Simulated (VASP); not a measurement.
# SnO (P1) in VASP: notebook

Runs on SnO. Level: LDA. Tasks: single point.

Program: VASP 6.6.1. These are calculated values, not measurements. Logs are shortened: lines on timing, memory, paths and dates and some standing lists are left out, and cuts for length are marked.

## 1. The cell of the first run

The typed cell holds 4 atoms: a = 3.355 Å, b = 5.674 Å, c = 4.222 Å, α = 90.00°, β = 90.00°, γ = 90.00°.

## 2. Single point, LDA (atom 1 (Sn) moved by (+0.225, +0.000) A along [1 1 0] and z)

Input file INCAR:

```
SYSTEM = SnO
PREC = Accurate
ENCUT = 520
EDIFF = 1E-6
ISMEAR = 0
SIGMA = 0.05
LREAL = .False.
LASPH = .True.
NELM = 100
ALGO = Normal
ISIF = 2
LWAVE = .False.
LCHARG = .True.
LELF = .True.
LVHAR = .True.
NBANDS = 28
```

Input file KPOINTS:

```
Automatic mesh
0
Gamma
  8 6 6
  0 0 0
```

Input file POSCAR:

```
SnO
1.0
    3.3550050000      0.0000000000      0.0000000000
    0.0000000000      5.6741040000      0.0000000000
    0.0000000000      0.0000000000      4.2219700000
Sn O
2 2
Direct
    0.0474213975      0.2599484976      0.5131440000
    0.5000000000      0.7680910000      0.0131440000
    0.0000000000      0.8912500000      0.7368570000
    0.5000000000      0.1087500000      0.2368570000
```

Potentials or basis: VASP PAW LDA potentials, release 64 (Sn_d, O).

Command:

```console
> cat potpaw_LDA.64/Sn_d/POTCAR potpaw_LDA.64/O/POTCAR > POTCAR
> mpirun -np 1 vasp_std > vasp.out
```

OUTCAR:

```text
SYSTEM = SnO
   PREC = Accurate
   ENCUT = 520
   EDIFF = 1E-6
   ISMEAR = 0
   LREAL = .False.
   LASPH = .True.
   NELM = 100
   ISIF = 2

 ion  position               nearest neighbor table
   1  0.047  0.260  0.513-   4 2.10   3 2.30   4 2.34
   2  0.500  0.768  0.013-   4 2.15   3 2.16   3 2.16
   3  0.000  0.891  0.737-   2 2.16   2 2.16   1 2.30
   4  0.500  0.109  0.237-   1 2.10   2 2.15   1 2.34

  LATTYP: Found a simple orthorhombic cell.
 ALAT       =     3.3550050000
 B/A-ratio  =     1.2584094510
 C/A-ratio  =     1.6912356315

  Lattice vectors:

 A1 = (  -3.3550050000,   0.0000000000,   0.0000000000)
 A2 = (   0.0000000000,   0.0000000000,   4.2219700000)
 A3 = (   0.0000000000,   5.6741040000,   0.0000000000)

Analysis of symmetry for initial positions (statically):
=====================================================================
 Subroutine PRICEL returns:
 Original cell was already a primitive cell.

 Routine SETGRP: Setting up the symmetry group for a
 simple orthorhombic supercell.

 Subroutine GETGRP returns: Found  1 space group operations
 (whereof  1 operations were pure point group operations)
 out of a pool of  8 trial point group operations.

The static configuration has the point symmetry C_1 .

Analysis of symmetry for dynamics (positions and initial velocities):
=====================================================================
 Subroutine PRICEL returns:
 Original cell was already a primitive cell.

 Routine SETGRP: Setting up the symmetry group for a
 simple orthorhombic supercell.

 Subroutine GETGRP returns: Found  1 space group operations
 (whereof  1 operations were pure point group operations)
 out of a pool of  8 trial point group operations.

The dynamic configuration has the point symmetry C_1 .

 Subroutine INISYM returns: Found  1 space group operations
 (whereof  1 operations are pure point group operations),
 and found     1 'primitive' translations

----------------------------------------------------------------------------------------

                                     Primitive cell

  volume of cell :      80.3722

  direct lattice vectors                    reciprocal lattice vectors
     3.355005000  0.000000000  0.000000000     0.298062149  0.000000000  0.000000000
     0.000000000  5.674104000  0.000000000     0.000000000  0.176239279  0.000000000
     0.000000000  0.000000000  4.221970000     0.000000000  0.000000000  0.236856254

  length of vectors
     3.355005000  5.674104000  4.221970000     0.298062149  0.176239279  0.236856254

  position of ions in fractional coordinates (direct lattice)
     0.047421398  0.259948498  0.513144000
     0.500000000  0.768091000  0.013144000
     0.000000000  0.891250000  0.736857000
     0.500000000  0.108750000  0.236857000

  ion indices of the primitive-cell ions
   primitive index   ion index
                 1           1
                 2           2
                 3           3
                 4           4

----------------------------------------------------------------------------------------

 KPOINTS: Automatic mesh

Automatic generation of k-mesh.
 Grid dimensions read from file:
 generate k-points for:    8    6    6

 Generating k-lattice:

  Cartesian coordinates                     Fractional coordinates (reciprocal lattice)
     0.037257769  0.000000000  0.000000000     0.125000000  0.000000000  0.000000000
     0.000000000  0.029373213  0.000000000     0.000000000  0.166666667  0.000000000
     0.000000000  0.000000000  0.039476042     0.000000000  0.000000000  0.166666667

  Length of vectors
     0.037257769  0.029373213  0.039476042

  Shift w.r.t. Gamma in fractional coordinates (k-lattice)
     0.000000000  0.000000000  0.000000000

 Subroutine IBZKPT returns following result:
 ===========================================

 Found    148 irreducible k-points:

 Following reciprocal coordinates:
            Coordinates               Weight
  0.000000  0.000000  0.000000      1.000000
  0.125000  0.000000  0.000000      2.000000
  0.250000  0.000000  0.000000      2.000000
  0.375000  0.000000  0.000000      2.000000
  0.500000  0.000000  0.000000      1.000000
  0.000000  0.166667  0.000000      2.000000
[... 16 lines left out ...]
  0.125000  0.500000  0.000000      2.000000
  0.250000  0.500000  0.000000      2.000000
 [... further k-points ...]
   k-points           NKPTS =    148   k-points in BZ     NKDIM =    148   number of bands    NBANDS=     28
   number of dos      NEDOS =    301   number of ions     NIONS =      4
   total plane-waves  NPLWV =  37632
   dimension x,y,z NGX =    28 NGY =   42 NGZ =   32
   dimension x,y,z NGXF=    56 NGYF=   84 NGZF=   64
   ions per type =               2   2
   NGX,Y,Z   is equivalent  to a cutoff of  13.87, 12.31, 12.60 a.u.
   NGXF,Y,Z  is equivalent  to a cutoff of  27.75, 24.61, 25.20 a.u.
 SYSTEM =  SnO
   PREC   = accura    normal or accurate (medium, high low for compatibility)
   ISTART =      0    job   : 0-new  1-cont  2-samecut
   ICHARG =      2    charge: 1-file 2-atom 10-const
   ISPIN  =      1    spin polarized calculation?
   LNONCOLLINEAR =      F non collinear calculations
   LSORBIT =      F    spin-orbit coupling
   LASPH  =      T    aspherical Exc in radial PAW
   ENCUT  =  520.0 eV  38.22 Ry    6.18 a.u.   6.24 10.55  7.85*2*pi/ulx,y,z
   NELM   =    100;   NELMIN=  2; NELMDL= -5     # of ELM steps
   EDIFF  = 0.1E-05   stopping-criterion for ELM
   LREAL  =      F    real-space projection
   EDIFFG = 0.1E-04   stopping-criterion for IOM
   NSW    =      0    number of steps for IOM
   IBRION =     -1    ionic relax: 0-MD 1-quasi-New 2-CG
   NFREE  =      0    steps in history (QN), initial steepest desc. (CG)
   ISIF   =      2    stress and relaxation
   ISYM   =      2    0-nonsym 1-usesym 2-fastsym
   POTIM  = 0.5000    time-step for ionic-motion
   TEBEG  =    0.0;   TEEND  =   0.0 temperature during run
   PSTRESS=    0.0 pullay stress
   NELECT =      40.0000    total number of electrons
   NUPDOWN=      -1.0000    fix difference up-down
   EMIN   =  10.00;   EMAX   =-10.00  energy-range for DOS
   EFERMI =   0.00;   METHOD = LEGACY
   ISMEAR =     0;   SIGMA  =   0.05  broadening in eV -4-tet -1-fermi 0-gaus
   EFERMI_NEDOS =   21; number of points for ismear=-14 and -15
   IALGO  =     38    algorithm
   IMIX   =      4    mixing-type and parameters
     AMIX     =   0.40;   BMIX     =  1.00
     AMIX_MAG =   1.60;   BMIX_MAG =  1.00
  volume/ion in A,a.u.               =      20.09       135.59
  Fermi-wavevector in a.u.,A,eV,Ry     =   1.297357  2.451650 22.900458  1.683136
  Thomas-Fermi vector in A             =   2.428755
   LORBIT       =      0    0 simple, 1 ext, 2 COOP (PROOUT), +10 PAW based schemes
   GGA     = CA    functional components
   LHFCALC =     F    Hartree Fock is set to
   AEXX    =    0.0000 exact exchange contribution
   IVDW    =     0    specifies the selected vdW correction
   LEPSILON=     F    determine dielectric tensor
   LRPA    =     F    only Hartree local field effects (RPA)
 non-spin polarized calculation
 Gauss-broadening in eV      SIGMA  =   0.05
  energy-cutoff  :      520.00
  volume of cell :       80.37
 maximum number of plane-waves:      2178
 NGX is ok and might be reduce to    28
   NGX = 13   NGY = 21   NGZ = 15

 number of electron      39.9999996 magnetization

 Free energy of the ion-electron system (eV)
  ---------------------------------------------------
  ext. energy  EPLUGINS =         0.00000000
  ---------------------------------------------------
  free energy    TOTEN  =       -24.91577854 eV

  energy without entropy =      -24.91577854  energy(sigma->0) =      -24.91577854

 E-fermi :   4.6935     XC(G=0): -10.0122

 val. band max:        4.4546078063   @ k =   0.0000   0.0000   0.0000
 cond. band min:       5.6349217940   @ k =   0.3750   0.5000   0.0000
 fundamental gap:      1.1803139877
 Fermi energy:         4.6934601337

 k-point     1 :       0.0000    0.0000    0.0000
  band No.  band energies     occupation
      1     -16.5747      2.00000
      2     -16.3710      2.00000
      3     -16.3540      2.00000
      4     -16.2788      2.00000
      5     -16.2451      2.00000
      6     -16.2301      2.00000
[... 20 lines left out ...]
     27      13.2780      0.00000
     28      13.7250      0.00000

 k-point     2 :       0.1250    0.0000    0.0000
  band No.  band energies     occupation
      1     -16.5647      2.00000
      2     -16.3711      2.00000
      3     -16.3586      2.00000
      4     -16.2862      2.00000
      5     -16.2425      2.00000
      6     -16.2229      2.00000
[... 20 lines left out ...]
     27      13.1993      0.00000
     28      13.9234      0.00000

 k-point     3 :       0.2500    0.0000    0.0000
  band No.  band energies     occupation
      1     -16.5601      2.00000
      2     -16.3967      2.00000
      3     -16.3466      2.00000
      4     -16.3002      2.00000
      5     -16.2365      2.00000
      6     -16.2188      2.00000
[... 20 lines left out ...]
     27      12.7629      0.00000
     28      14.0934      0.00000

 k-point     4 :       0.3750    0.0000    0.0000
  band No.  band energies     occupation
      1     -16.5830      2.00000
      2     -16.4222      2.00000
      3     -16.3485      2.00000
      4     -16.3004      2.00000
      5     -16.2503      2.00000
      6     -16.2080      2.00000
[... 578 lines left out ...]
     27      13.7806      0.00000
     28      14.6365      0.00000

 k-point    23 :       0.1250    0.5000    0.0000
  band No.  band energies     occupation
      1     -16.5593      2.00000
      2     -16.3716      2.00000
      3     -16.3558      2.00000
      4     -16.2857      2.00000
      5     -16.2421      2.00000
      6     -16.2250      2.00000
[... 20 lines left out ...]
     27      13.1789      0.00000
     28      14.7779      0.00000

 k-point    24 :       0.2500    0.5000    0.0000
  band No.  band energies     occupation
      1     -16.5614      2.00000
      2     -16.3962      2.00000
      3     -16.3463      2.00000
      4     -16.3016      2.00000
      5     -16.2325      2.00000
      6     -16.2189      2.00000
[... 20 lines left out ...]
     27      13.3109      0.00000
     28      14.6333      0.00000

 [... further k-points ...]
[... 5 lines left out ...]
  --------------------------------------------------------------------------------------
  -------------------------------------------------------------------------------------
  Total       -4.0793282     -4.9347433     -3.3983986     -0.6288292      0.0843642     -0.3529153
  in kB      -81.3192993    -98.3715570    -67.7453199    -12.5353857      1.6817558     -7.0351836
  external PRESSURE =     -82.4787254 kB  Pullay stress =       0.0000000 kB

 VOLUME and BASIS-vectors are now :
 -----------------------------------------------------------------------------
  energy-cutoff  :      520.00
  volume of cell :       80.37
      direct lattice vectors                 reciprocal lattice vectors
     3.355005000  0.000000000  0.000000000     0.298062149  0.000000000  0.000000000
     0.000000000  5.674104000  0.000000000     0.000000000  0.176239279  0.000000000
     0.000000000  0.000000000  4.221970000     0.000000000  0.000000000  0.236856254

 POSITION                                       TOTAL-FORCE (eV/Angst)
 -----------------------------------------------------------------------------------
      0.15910      1.47497      2.16648        -0.540467     -1.930054     -0.368553
      1.67750      4.35823      0.05549         0.023345      1.109958     -0.297191
      0.00000      5.05705      3.11099         0.128980      0.477755      0.262061
      1.67750      0.61706      1.00000         0.388142      0.342341      0.403683
 -----------------------------------------------------------------------------------
    total drift:                                0.000369      0.000495     -0.000203

  FREE ENERGIE OF THE ION-ELECTRON SYSTEM (eV)
  ---------------------------------------------------
  free  energy   TOTEN  =       -24.9157785391 eV

  energy  without entropy=      -24.9157785391  energy(sigma->0) =      -24.91577854
```

It took 4 min on 1 thread of Intel Xeon 6975P-C, shared host; peak memory 0.36 GiB.

Results:

```
Free energy            : -24.9158 eV
Pressure               : -8.2 GPa
Largest force          : 2.038 eV/Å
Band gap on the k mesh : 1.18 eV, indirect (least direct gap 1.73 eV)
```

Forces in eV/Å, atoms in the order of the input:
```
Sn  -0.540 -1.930 -0.369
Sn   0.023  1.110 -0.297
O    0.129  0.478  0.262
O    0.388  0.342  0.404
```

Stress tensor (GPa, compression positive):
```
-8.13 -1.25 -0.70
-1.25 -9.84  0.17
-0.70  0.17 -6.77
```

Caveat: the cell differs from its parent crystal (atom 1 (Sn) moved by (+0.225, +0.000) A along [1 1 0] and z); spin-orbit coupling is left out, which moves the levels of the heavy elements; forces of over 1 eV/Å act on the atoms, so gaps and moduli don't describe the material at rest.

## 3. Single point, LDA (atom 1 (Sn) moved by (-0.225, +0.000) A along [1 1 0] and z)

Input file INCAR:

```
SYSTEM = SnO
PREC = Accurate
ENCUT = 520
EDIFF = 1E-6
ISMEAR = 0
SIGMA = 0.05
LREAL = .False.
LASPH = .True.
NELM = 80
ALGO = Normal
ISIF = 2
LWAVE = .False.
LCHARG = .False.
NBANDS = 28
```

KPOINTS is that of step 2.

POSCAR: that of step 2 with these lines changed.

```diff
@@ -8,3 +8,3 @@
 Direct
-    0.0474213975      0.2599484976      0.5131440000
+   -0.0474213975      0.2038695024      0.5131440000
     0.5000000000      0.7680910000      0.0131440000
```

Potentials or basis: VASP PAW LDA potentials, release 64 (Sn_d, O).

Command:

```console
> cat potpaw_LDA.64/Sn_d/POTCAR potpaw_LDA.64/O/POTCAR > POTCAR
> mpirun -np 1 vasp_std > vasp.out
```

Wall time 2.1 min (1 thread of Intel Xeon 6975P-C (Granite Rapids), shared host); peak memory 0.36 GiB.

It converged, with:

* Free energy: -25.0108 eV
* Pressure: 0.3 GPa
* Largest force: 2.286 eV/Å
* Band gap on the k mesh: 1.41 eV, indirect (least direct gap 1.94 eV)

Forces on the atoms (eV/Å):
```
Sn   1.266  1.878  0.314
Sn  -0.059  0.092 -0.069
O   -0.070 -0.901  0.478
O   -1.137 -1.069 -0.723
```

Stress tensor (GPa, compression positive):
```
-1.47  1.70  2.62
 1.70  2.29 -0.77
 2.62 -0.77  0.12
```

Levels at points of the mesh, in eV from the valence-band top:
| k point | band 16 | band 17 | band 18 | band 19 | band 20 | band 21 | band 22 | band 23 | band 24 | band 25 |
| --- | --- | --- | --- | --- | --- | --- | --- | --- | --- | --- |
| (0.00, 0.00, 0.00) | -4.27 | -3.90 | -3.01 | -2.37 | 0.00 | 2.54 | 3.05 | 5.63 | 6.10 | 7.70 |
| (0.50, 0.00, 0.00) | -4.70 | -3.03 | -2.93 | -1.41 | -0.82 | 2.23 | 2.70 | 5.33 | 6.03 | 6.26 |
| (0.00, 0.50, 0.00) | -4.23 | -4.03 | -3.02 | -1.92 | -1.32 | 3.04 | 3.99 | 4.65 | 5.10 | 7.01 |
| (0.50, 0.50, 0.00) | -4.63 | -3.10 | -2.99 | -1.05 | -0.54 | 1.66 | 2.10 | 5.99 | 6.46 | 7.11 |
| (0.00, 0.00, 0.50) | -3.64 | -3.56 | -3.45 | -1.98 | -1.53 | 2.38 | 2.62 | 4.86 | 5.36 | 7.61 |
| (0.50, 0.00, 0.50) | -4.26 | -3.55 | -3.38 | -1.26 | -0.71 | 2.21 | 2.47 | 4.31 | 4.87 | 6.60 |
| (0.00, 0.50, 0.50) | -3.59 | -3.26 | -3.17 | -1.78 | -1.18 | 1.69 | 2.01 | 5.53 | 6.25 | 7.50 |
| (0.50, 0.50, 0.50) | -4.38 | -3.79 | -3.59 | -0.66 | -0.19 | 2.40 | 2.71 | 4.11 | 4.52 | 5.84 |

Caveat: the cell differs from its parent crystal (atom 1 (Sn) moved by (-0.225, +0.000) A along [1 1 0] and z); spin-orbit coupling is left out, which moves the levels of the heavy elements; forces of over 1 eV/Å act on the atoms, so gaps and moduli don't describe the material at rest. A k mesh can miss the band edges.
